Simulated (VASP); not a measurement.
# AlC2 (I4/mcm) in VASP: a series of runs

Runs on AlC2. Level: PBE. Tasks: single point, relaxation of cell and atoms.

Everything below comes from runs of VASP 6.6.1. Logs are shortened: lines on timing, memory, paths and dates and some standing lists are left out, and cuts for length are marked.

**1. The cell of the first run**

It takes space group I4/mcm (No. 140, tetragonal). The conventional cell has a = 4.656 Å, b = 4.656 Å, c = 5.469 Å, α = 90.00°, β = 90.00°, γ = 90.00°. Al (site symmetry 422) has 16 C at 2.36 to 3.14 Å and 6 Al at 2.73 to 3.29 Å within 3.3 Å. Within 1.7 Å of C (site symmetry m2m) lie 1 C at 1.30 Å.

**2. Single point, PBE**

Input file INCAR:

```
PREC     = Accurate       # precision mode
ENCUT    = 520            # plane-wave cutoff, eV
EDIFF    = 1E-6           # SCF threshold, eV
ISMEAR   = 0              # smearing method
SIGMA    = 0.1            # smearing width, eV
LREAL    = False          # projectors in reciprocal space
LASPH    = True           # aspherical terms in the spheres
NELM     = 80             # most SCF steps
ALGO     = Normal         # electronic algorithm
ISIF     = 2              # what is computed and relaxed
LWAVE    = False          # write WAVECAR
LCHARG   = True           # write CHGCAR
GGA      = PE             # functional
LELF     = True           # ELF
LVHAR    = True         
NBANDS   = 20             # bands
```

Input file KPOINTS:

```
regular mesh
0
Gamma
  6 6 6
```

Input file POSCAR:

```
AlC2
1.0
   -2.3279249384      2.3279249384      2.7345100142
    2.3279249384     -2.3279249384      2.7345100142
    2.3279249384      2.3279249384     -2.7345100142
Al C
2 4
Direct
    0.2500000000      0.2500000000      0.0000000000
    0.7500000000      0.7500000000      0.0000000000
    0.5990918675      0.0990918675      0.6981837351
    0.0990918675      0.4009081325      0.5000000000
    0.4009081325      0.9009081325      0.3018162649
    0.9009081325      0.5990918675      0.5000000000
```

Potentials or basis: VASP PAW PBE potentials, release 64 (Al, C).

The run is started by

```console
$ cat potpaw_PBE.64/Al/POTCAR potpaw_PBE.64/C/POTCAR > POTCAR
$ mpirun -np 1 vasp_std > vasp.out
```

OUTCAR:

```text
PREC = Accurate
   ENCUT = 520
   EDIFF = 1E-6
   ISMEAR = 0
   LREAL = False
   LASPH = True
   NELM = 80
   ISIF = 2
   GGA = PE

 ion  position               nearest neighbor table
   1  0.250  0.250  0.000-   3 2.36   5 2.36   4 2.36   6 2.36   4 2.36   6 2.36   5 2.36   3 2.36
                             2 2.73   2 2.73   2 3.29   2 3.29   2 3.29   2 3.29
   2  0.750  0.750  0.000-   3 2.36   5 2.36   4 2.36   6 2.36   6 2.36   4 2.36   3 2.36   5 2.36
                             1 2.73   1 2.73   1 3.29   1 3.29   1 3.29   1 3.29
   3  0.599  0.099  0.698-   5 1.30   2 2.36   1 2.36   2 2.36   1 2.36
   4  0.099  0.401  0.500-   6 1.30   1 2.36   2 2.36   1 2.36   2 2.36
   5  0.401  0.901  0.302-   3 1.30   2 2.36   1 2.36   1 2.36   2 2.36
   6  0.901  0.599  0.500-   4 1.30   2 2.36   1 2.36   2 2.36   1 2.36

  LATTYP: Found a body centered tetragonal cell.
 ALAT       =     4.6558498768
 C/A-ratio  =     1.1746555781

  Lattice vectors:

 A1 = (  -2.3279249384,   2.3279249384,   2.7345100142)
 A2 = (   2.3279249384,  -2.3279249384,   2.7345100142)
 A3 = (   2.3279249384,   2.3279249384,  -2.7345100142)

Analysis of symmetry for initial positions (statically):
=====================================================================
 Subroutine PRICEL returns:
 Original cell was already a primitive cell.

 Routine SETGRP: Setting up the symmetry group for a
 body centered tetragonal supercell.

 Subroutine GETGRP returns: Found 16 space group operations
 (whereof  8 operations were pure point group operations)
 out of a pool of 16 trial point group operations.

The static configuration has the point symmetry C_4h.
 The point group associated with its full space group is D_4h.

Analysis of symmetry for dynamics (positions and initial velocities):
=====================================================================
 Subroutine PRICEL returns:
 Original cell was already a primitive cell.

 Routine SETGRP: Setting up the symmetry group for a
 body centered tetragonal supercell.

 Subroutine GETGRP returns: Found 16 space group operations
 (whereof  8 operations were pure point group operations)
 out of a pool of 16 trial point group operations.

The dynamic configuration has the point symmetry C_4h.
 The point group associated with its full space group is D_4h.

 Subroutine INISYM returns: Found 16 space group operations
 (whereof  8 operations are pure point group operations),
 and found     1 'primitive' translations

----------------------------------------------------------------------------------------

                                     Primitive cell

  volume of cell :      59.2758

  direct lattice vectors                    reciprocal lattice vectors
    -2.327924938  2.327924938  2.734510014     0.000000000  0.214783558  0.182848114
     2.327924938 -2.327924938  2.734510014     0.214783558  0.000000000  0.182848114
     2.327924938  2.327924938 -2.734510014     0.214783558  0.214783558  0.000000000

  length of vectors
     4.279721259  4.279721259  4.279721259     0.282073412  0.282073412  0.303749820

  position of ions in fractional coordinates (direct lattice)
     0.250000000  0.250000000  0.000000000
     0.750000000  0.750000000  0.000000000
     0.599091868  0.099091868  0.698183735
     0.099091868  0.400908132  0.500000000
     0.400908132  0.900908132  0.301816265
     0.900908132  0.599091868  0.500000000

  ion indices of the primitive-cell ions
   primitive index   ion index
                 1           1
                 2           2
                 3           3
                 4           4
                 5           5
                 6           6

----------------------------------------------------------------------------------------

 KPOINTS: regular mesh

Automatic generation of k-mesh.
 Grid dimensions read from file:
 generate k-points for:    6    6    6

 Generating k-lattice:

  Cartesian coordinates                     Fractional coordinates (reciprocal lattice)
     0.000000000  0.035797260  0.030474686     0.166666667  0.000000000 -0.000000000
     0.035797260  0.000000000  0.030474686     0.000000000  0.166666667 -0.000000000
     0.035797260  0.035797260  0.000000000     0.000000000  0.000000000  0.166666667

  Length of vectors
     0.047012235  0.047012235  0.050624970

  Shift w.r.t. Gamma in fractional coordinates (k-lattice)
     0.000000000  0.000000000  0.000000000

 Subroutine IBZKPT returns following result:
 ===========================================

 Found     30 irreducible k-points:

 Following reciprocal coordinates:
            Coordinates               Weight
  0.000000  0.000000  0.000000      1.000000
  0.166667  0.000000  0.000000      8.000000
  0.333333 -0.000000  0.000000      8.000000
  0.500000 -0.000000  0.000000      4.000000
  0.166667  0.166667  0.000000      8.000000
  0.333333  0.166667  0.000000     16.000000
[... 16 lines left out ...]
 -0.333333 -0.333333  0.166667      8.000000
 -0.166667 -0.333333  0.166667      8.000000
 [... further k-points ...]
   k-points           NKPTS =     30   k-points in BZ     NKDIM =     30   number of bands    NBANDS=     20
   number of dos      NEDOS =    301   number of ions     NIONS =      6
   total plane-waves  NPLWV =  32768
   dimension x,y,z NGX =    32 NGY =   32 NGZ =   32
   dimension x,y,z NGXF=    64 NGYF=   64 NGZF=   64
   ions per type =               2   4
   NGX,Y,Z   is equivalent  to a cutoff of  12.43, 12.43, 12.43 a.u.
   NGXF,Y,Z  is equivalent  to a cutoff of  24.86, 24.86, 24.86 a.u.
 SYSTEM =  unknown system
   PREC   = accura    normal or accurate (medium, high low for compatibility)
   ISTART =      0    job   : 0-new  1-cont  2-samecut
   ICHARG =      2    charge: 1-file 2-atom 10-const
   ISPIN  =      1    spin polarized calculation?
   LNONCOLLINEAR =      F non collinear calculations
   LSORBIT =      F    spin-orbit coupling
   LASPH  =      T    aspherical Exc in radial PAW
   ENCUT  =  520.0 eV  38.22 Ry    6.18 a.u.   7.96  7.96  7.96*2*pi/ulx,y,z
   NELM   =     80;   NELMIN=  2; NELMDL= -5     # of ELM steps
   EDIFF  = 0.1E-05   stopping-criterion for ELM
   LREAL  =      F    real-space projection
[... 7 lines left out ...]
   TEBEG  =    0.0;   TEEND  =   0.0 temperature during run
   PSTRESS=    0.0 pullay stress
   NELECT =      22.0000    total number of electrons
   NUPDOWN=      -1.0000    fix difference up-down
   EMIN   =  10.00;   EMAX   =-10.00  energy-range for DOS
   EFERMI =   0.00;   METHOD = LEGACY
   ISMEAR =     0;   SIGMA  =   0.10  broadening in eV -4-tet -1-fermi 0-gaus
   EFERMI_NEDOS =   21; number of points for ismear=-14 and -15
   IALGO  =     38    algorithm
   IMIX   =      4    mixing-type and parameters
     AMIX     =   0.40;   BMIX     =  1.00
     AMIX_MAG =   1.60;   BMIX_MAG =  1.00
  volume/ion in A,a.u.               =       9.88        66.67
  Fermi-wavevector in a.u.,A,eV,Ry     =   1.176495  2.223252 18.832359  1.384139
  Thomas-Fermi vector in A             =   2.312857
   LORBIT       =      0    0 simple, 1 ext, 2 COOP (PROOUT), +10 PAW based schemes
   GGA     = PE    functional components
   LHFCALC =     F    Hartree Fock is set to
   AEXX    =    0.0000 exact exchange contribution
   IVDW    =     0    specifies the selected vdW correction
   LEPSILON=     F    determine dielectric tensor
   LRPA    =     F    only Hartree local field effects (RPA)
 non-spin polarized calculation
 Gauss-broadening in eV      SIGMA  =   0.10
  energy-cutoff  :      520.00
  volume of cell :       59.28
 maximum number of plane-waves:      1618
   NGX = 15   NGY = 15   NGZ = 15

 number of electron      22.0000001 magnetization

 Free energy of the ion-electron system (eV)
  ---------------------------------------------------
  ext. energy  EPLUGINS =         0.00000000
  ---------------------------------------------------
  free energy    TOTEN  =       -36.94433091 eV

  energy without entropy =      -36.93332810  energy(sigma->0) =      -36.93882951

 E-fermi :   6.9403     XC(G=0): -11.2707

 val. band max:        6.8992846851   @ k =  -0.1667   0.1667   0.1667
 cond. band min:       6.9467366809   @ k =  -0.1667   0.1667   0.1667
 fundamental gap:      0.0474519957
 Fermi energy:         6.9402641776

 k-point     1 :       0.0000    0.0000    0.0000
  band No.  band energies     occupation
      1      -8.7996      2.00000
      2      -5.5201      2.00000
      3       0.7059      2.00000
      4       1.0998      2.00000
      5       1.0998      2.00000
      6       2.5579      2.00000
[... 12 lines left out ...]
     19      17.4193      0.00000
     20      17.4193      0.00000

 k-point     2 :       0.1667    0.0000    0.0000
  band No.  band energies     occupation
      1      -8.5902      2.00000
      2      -5.7242      2.00000
      3       0.1965      2.00000
      4       0.6203      2.00000
      5       1.0761      2.00000
      6       2.4556      2.00000
[... 12 lines left out ...]
     19      17.0813      0.00000
     20      17.1473      0.00000

 k-point     3 :       0.3333   -0.0000    0.0000
  band No.  band energies     occupation
      1      -8.0004      2.00000
      2      -6.3150      2.00000
      3      -0.4220      2.00000
      4      -0.2164      2.00000
      5       0.9725      2.00000
      6       1.6465      2.00000
[... 12 lines left out ...]
     19      16.5468      0.00000
     20      17.0304      0.00000

 k-point     4 :       0.5000   -0.0000    0.0000
  band No.  band energies     occupation
      1      -7.1618      2.00000
      2      -7.1618      2.00000
      3      -0.6163      2.00000
      4      -0.6163      2.00000
      5       1.1162      2.00000
      6       1.1162      2.00000
[... 429 lines left out ...]
 k-point    23 :      -0.3333   -0.3333    0.1667
  band No.  band energies     occupation
      1      -7.3312      2.00000
      2      -6.7318      2.00000
      3      -1.5214      2.00000
      4      -0.0915      2.00000
      5       0.1764      2.00000
      6       1.7489      2.00000
[... 12 lines left out ...]
     19      16.4629      0.00000
     20      16.9657      0.00000

 k-point    24 :      -0.1667   -0.3333    0.1667
  band No.  band energies     occupation
      1      -7.9161      2.00000
      2      -6.3383      2.00000
      3      -0.5232      2.00000
      4      -0.1113      2.00000
      5       0.4708      2.00000
      6       2.8558      2.00000
[... 12 lines left out ...]
     19      16.0401      0.00000
     20      16.8043      0.00000

 [... further k-points ...]
[... 5 lines left out ...]
  --------------------------------------------------------------------------------------
  -------------------------------------------------------------------------------------
  Total        0.1324925      0.1324925     -0.0504533      0.0000000     -0.0000000      0.0000000
  in kB        3.5811646      3.5811646     -1.3637116      0.0000000     -0.0000000      0.0000000
  external PRESSURE =       1.9328725 kB  Pullay stress =       0.0000000 kB

 VOLUME and BASIS-vectors are now :
 -----------------------------------------------------------------------------
  energy-cutoff  :      520.00
  volume of cell :       59.28
      direct lattice vectors                 reciprocal lattice vectors
    -2.327924938  2.327924938  2.734510014     0.000000000  0.214783558  0.182848114
     2.327924938 -2.327924938  2.734510014     0.214783558  0.000000000  0.182848114
     2.327924938  2.327924938 -2.734510014     0.214783558  0.214783558  0.000000000

 POSITION                                       TOTAL-FORCE (eV/Angst)
 -----------------------------------------------------------------------------------
      0.00000      0.00000      1.36726         0.000000      0.000000     -0.000000
      0.00000      0.00000      4.10177         0.000000      0.000000     -0.000000
      0.46136      2.78928     -0.00000         0.079831      0.079831      0.000000
      1.86657      0.46136      0.00000        -0.079831      0.079831     -0.000000
      1.86657     -0.46136      2.73451        -0.079831     -0.079831     -0.000000
      0.46136      1.86657      2.73451         0.079831     -0.079831     -0.000000
 -----------------------------------------------------------------------------------
    total drift:                               -0.000000     -0.000000      0.000000

  FREE ENERGIE OF THE ION-ELECTRON SYSTEM (eV)
  ---------------------------------------------------
  free  energy   TOTEN  =       -36.9443309120 eV

  energy  without entropy=      -36.9333280992  energy(sigma->0) =      -36.93882951
```

Run time: 53 s. Hardware: 1 thread of AMD EPYC 7R13, shared host; peak memory 0.18 GiB.

What came out:

```
Free energy            : -36.9443 eV
Pressure               : 0.2 GPa
Largest force          : 0.113 eV/Å
Band gap on the k mesh : zero (bands 11 and 12 overlap by 1.75 eV)
```

Forces in eV/Å, atoms in the order of the input:
```
Al   0.000  0.000  0.000
Al   0.000  0.000  0.000
C    0.080  0.080  0.000
C   -0.080  0.080  0.000
C   -0.080 -0.080  0.000
C    0.080 -0.080  0.000
```

**3. Single point, PBE**

This run uses another cell than the first one, of 10.20 Å³/atom.

Input file INCAR:

```
PREC     = Accurate       # precision mode
ENCUT    = 520            # plane-wave cutoff, eV
EDIFF    = 1E-7           # SCF threshold, eV
ISMEAR   = 0              # smearing method
SIGMA    = 0.1            # smearing width, eV
LREAL    = F              # projectors in reciprocal space
LASPH    = T              # aspherical terms in the spheres
NELM     = 100            # most SCF steps
ALGO     = Normal         # electronic algorithm
ISIF     = 2              # what is computed and relaxed
LWAVE    = F              # write WAVECAR
LCHARG   = F              # write CHGCAR
GGA      = PE             # functional
NBANDS   = 20             # bands
```

KPOINTS is that of step 2.

Input file POSCAR:

```
AlC2
1.0
   -2.6387889762      2.6387889762      2.1965309974
    2.6387889762     -2.6387889762      2.1965309974
    2.6387889762      2.6387889762     -2.1965309974
Al C
2 4
Direct
    0.2500000000      0.2500000000      0.0000000000
    0.7500000000      0.7500000000      0.0000000000
    0.6670000000      0.1670000000      0.8340000000
    0.1670000000      0.3330000000      0.5000000000
    0.3330000000      0.8330000000      0.1660000000
    0.8330000000      0.6670000000      0.5000000000
```

Potentials or basis: VASP PAW PBE potentials, release 64 (Al, C).

The run is started by

```console
$ cat potpaw_PBE.64/Al/POTCAR potpaw_PBE.64/C/POTCAR > POTCAR
$ mpirun -np 1 vasp_std > vasp.out
```

OUTCAR:

```text
PREC = Accurate
   ENCUT = 520
   EDIFF = 1E-7
   ISMEAR = 0
   LREAL = F
   LASPH = T
   NELM = 100
   ISIF = 2
   GGA = PE

 ion  position               nearest neighbor table
   1  0.250  0.250  0.000-   2 2.20   2 2.20   6 2.25   3 2.25   4 2.25   5 2.25   4 2.25   6 2.25
                             3 2.25   5 2.25
   2  0.750  0.750  0.000-   1 2.20   1 2.20   5 2.25   3 2.25   5 2.25   6 2.25   6 2.25   3 2.25
                             4 2.25   4 2.25
   3  0.667  0.167  0.834-   1 2.25   2 2.25   1 2.25   2 2.25
   4  0.167  0.333  0.500-   2 2.25   1 2.25   1 2.25   2 2.25
[... 764 lines left out ...]
  Total       -9.6497733     -9.6497733     12.6941843      0.0000000      0.0000000      0.0000000
  in kB     -252.7091952   -252.7091952    332.4365238      0.0000000      0.0000000      0.0000000
  external PRESSURE =     -57.6606222 kB  Pullay stress =       0.0000000 kB

 VOLUME and BASIS-vectors are now :
 -----------------------------------------------------------------------------
  energy-cutoff  :      520.00
  volume of cell :       61.18
      direct lattice vectors                 reciprocal lattice vectors
    -2.638788976  2.638788976  2.196530997     0.000000000  0.189480858  0.227631661
     2.638788976 -2.638788976  2.196530997     0.189480858  0.000000000  0.227631661
     2.638788976  2.638788976 -2.196530997     0.189480858  0.189480858  0.000000000

 POSITION                                       TOTAL-FORCE (eV/Angst)
 -----------------------------------------------------------------------------------
      0.00000      0.00000      1.09827         0.000000     -0.000000     -0.000000
      0.00000      0.00000      3.29480         0.000000     -0.000000     -0.000000
      0.88136      3.52014      0.00000         0.217369      0.217369     -0.000000
      1.75743      0.88136      0.00000        -0.217369      0.217369     -0.000000
      1.75743     -0.88136      2.19653        -0.217369     -0.217369      0.000000
      0.88136      1.75743      2.19653         0.217369     -0.217369     -0.000000
 -----------------------------------------------------------------------------------
    total drift:                               -0.000000     -0.000000     -0.000000

  FREE ENERGIE OF THE ION-ELECTRON SYSTEM (eV)
  ---------------------------------------------------
  free  energy   TOTEN  =       -29.3314176574 eV

  energy  without entropy=      -29.3225125795  energy(sigma->0) =      -29.32696512
```

stdout:

```text
POSCAR found type information on POSCAR AlC
 POSCAR found :  2 types and       6 ions
 scaLAPACK will be used
 LDA part: xc-table for (Slater+PW92), standard interpolation
 POSCAR, INCAR and KPOINTS ok, starting setup
 FFT: planning ... GRIDC
 FFT: planning ... GRID_SOFT
 FFT: planning ... GRID
 WAVECAR not read
 entering main loop
```

Wall time 37 s (1 thread of AMD EPYC 7R13, shared host); peak memory 0.18 GiB.

What came out:

```yaml
Free_energy: -29.3314 eV
Pressure: -5.8 GPa
Largest_force: 0.307 eV/Å
Band_gap_on_the_k_mesh: zero (bands 11 and 12 overlap by 1.94 eV)
```

Forces in eV/Å, atoms in the order of the input:
```
Al   0.000  0.000  0.000
Al   0.000  0.000  0.000
C    0.217  0.217  0.000
C   -0.217  0.217  0.000
C   -0.217 -0.217  0.000
C    0.217 -0.217  0.000
```

Caveat: the stress differs along the axes, from -25 to 33 GPa.

[end of part 1 of 2]

The gap in the log of VASP goes by the Fermi energy; the results here count the filled bands.